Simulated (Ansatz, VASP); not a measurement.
**Na in VASP and in Ansatz**

```
Na
1.0
    -2.09856    2.09856    2.09856
     2.09856   -2.09856    2.09856
     2.09856    2.09856   -2.09856
Na
1
Direct
  0.00000 0.00000 0.00000
```

Alike in both runs: task single point; functional PBE; k mesh 11 × 11 × 11; occupations gaussian, width 0.03 eV; no spin polarisation.

```csv
,VASP,Ansatz
version,VASP 6.6.1,Ansatz 0.2.0
potentials or method,"VASP PAW PBE potentials, release 64 (Na_pv), cutoff 520 eV","plane waves (420 eV) with PAW, scalar-relativistic"
valence electrons in the cell,7,9
```

|  | VASP | Ansatz | Ansatz less VASP |
| --- | --- | --- | --- |
| pressure (GPa) | 0.0 | 0.0 | +0.02 |

VASP's potentials hold 7 valence electrons a cell and Ansatz's 9, so a difference there can come from the potentials and not from the codes.
